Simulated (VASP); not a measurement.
# AlAs: single point with LDA

The system is AlAs.

```
Al As
1.0
     0.00000    2.83040    2.83040
     2.83040    0.00000    2.83040
     2.83040    2.83040    0.00000
Al As
1 1
Direct
  0.00000 0.00000 0.00000
  0.25000 0.25000 0.25000
```

```
Program             : VASP 6.6.1
Task                : single point
Functional          : LDA
Potentials or basis : VASP PAW LDA potentials, release 64 (Al, As)
Cutoff              : 500 eV
k mesh              : 6 × 6 × 6
Occupations         : gaussian, width 0.01 eV
Spin                : no spin polarisation
```

```yaml
Pressure: -0.9 GPa
Band_gap_on_the_k_mesh: 1.33 eV, indirect (least direct gap 1.88 eV)
```

Levels at points of the mesh, in eV from the valence-band top:
```tsv
k point	band 1	band 2	band 3	band 4	band 5	band 6	band 7	band 8	band 9
(0.00, 0.00, 0.00)	-11.89	0.00	0.00	0.00	1.88	4.24	4.24	4.24	8.62
(0.50, 0.00, 0.00)	-10.48	-5.60	-0.83	-0.83	2.02	4.63	4.63	7.58	10.98
(0.50, 0.50, 0.00)	-9.93	-5.45	-2.18	-2.18	1.33	2.19	10.20	10.20	11.57
```

It took 11 s on 1 thread of AMD EPYC 7R13 Processor (Zen 3), with other jobs on the host, peak memory 0.11 GiB.

A k mesh can miss the band edges. As with any semilocal functional, this LDA gap is likely too small.
